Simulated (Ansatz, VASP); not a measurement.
Mg5Te2: VASP beside Ansatz

```xyz
7
Lattice="3.0506 1.7613 5.7290 -3.0506 1.7613 5.7290 0.0000 -3.5225 5.7290" Properties=species:S:1:pos:R:3 pbc="T T T"
Mg    1.5471   -0.8932    6.2493
Mg   -1.5471   -0.8932    6.2493
Mg    0.0000    1.7865    6.2493
Mg    0.0000    0.0000    9.0509
Mg    0.0000    0.0000   14.6498
Te    0.0000    0.0000    3.8995
Te    0.0000    0.0000    0.2695
```

Alike in both runs: task single point; functional PBE; k mesh 3 × 3 × 3; occupations gaussian, width 0.1 eV; no spin polarisation.

|  | VASP | Ansatz |
| --- | --- | --- |
| version | VASP 6.6.1 | Ansatz 0.2.0 |
| potentials or method | VASP PAW PBE potentials, release 64 (Mg, Te), cutoff 600 eV | scalar-relativistic, plane waves, PAW |
| valence electrons in the cell | 22 | 82 |

Ansatz gave:

```
gap on the k mesh at the Fermi level (eV)                     : none
pressure (GPa)                                                : -0.1
traceless stress, the component that is largest in VASP (GPa) : 0.22
rms of the force components (eV/Å)                            : 0.025
```

Q: What did VASP give for the same quantities?

A: gap on the k mesh at the Fermi level (eV): none; pressure (GPa): -0.1; traceless stress, the component that is largest in VASP (GPa): 0.23; rms of the force components (eV/Å): 0.025.

Atom by atom the forces differ by 0.002 eV/Å (rms over components). A gap of «none» marks a metal or a gap that the smearing closes. VASP's potentials hold 22 valence electrons a cell and Ansatz's 82, so a difference there can come from the potentials and not from the codes.

The k mesh is coarse, so the values compare programs but aren't converged. Neither program's run includes spin-orbit coupling.
